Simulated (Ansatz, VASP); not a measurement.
**Ge in VASP and in Ansatz**

The input INCAR:

```
ALGO = Normal ; EDIFF = 1E-7
ENCUT = 520 ; GGA = PS
ISIF = 2 ; ISMEAR = -1
LASPH = T ; LCHARG = F
LREAL = F ; LWAVE = F
NBANDS = 21 ; NELM = 60
PREC = Accurate ; SIGMA = 0.05
```

KPOINTS

```
k-points
0
Gamma
  10 10 10
```

POSCAR

```
Ge
1.0
   -2.5744897190      2.5744897190      1.3974126432
    2.5744897190     -2.5744897190      1.3974126432
    2.5744897190      2.5744897190     -1.3974126432
Ge
2
Direct
    0.5000000000      0.5000000000      0.0000000000
    0.2500000000      0.7500000000      0.5000000000
```

Contents of input.yaml:

```yaml
crystal:
  lattice:
    - [-2.574489719, 2.574489719, 1.3974126432]
    - [2.574489719, -2.574489719, 1.3974126432]
    - [2.574489719, 2.574489719, -1.3974126432]
  atoms:
    - { symbol: Ge, position: [0.5, 0.5, 0.0] }
    - { symbol: Ge, position: [0.25, 0.75, 0.5] }
hamiltonian:
  xc: pbesol
  pseudopotentials: { kind: paw }
kpoints:
  mp_grid: { grid: [10, 10, 10] }
scf:
  occupations: { method: fermi_dirac, width: 0.05 }
  n_extra_bands: 6
output:
  forces: true
  stress: true
  eigenvalues: true
  dos: { projected: false, de: 0.05, nscf_kmesh: { grid: [15, 15, 15] } }
```

Alike in both runs: functional PBEsol; k mesh 10 × 10 × 10; occupations fermi-dirac, width 0.05 eV; no spin polarisation.

```csv
,VASP,Ansatz
version,VASP 6.6.1,Ansatz 0.2.0
potentials or method,"VASP PAW PBE potentials, release 64 (Ge_d)",Ansatz PAW
plane-wave cutoff (eV),520,420
valence electrons in the cell,28,28
task,single point,density of states
```

Ansatz gave:

* gap on the k mesh at the Fermi level (eV): none
* pressure (GPa): -0.7
* traceless stress, the component that is largest in VASP (GPa): 0.22

Estimate VASP's values.

gap on the k mesh at the Fermi level (eV): none; pressure (GPa): -0.7; traceless stress, the component that is largest in VASP (GPa): 0.23.

VASP's potentials were made for PBE, not for PBEsol. A gap of «none» marks a metal or a gap that the smearing closes. With one functional, cell and mesh, what is left measures potentials, basis and numerics.
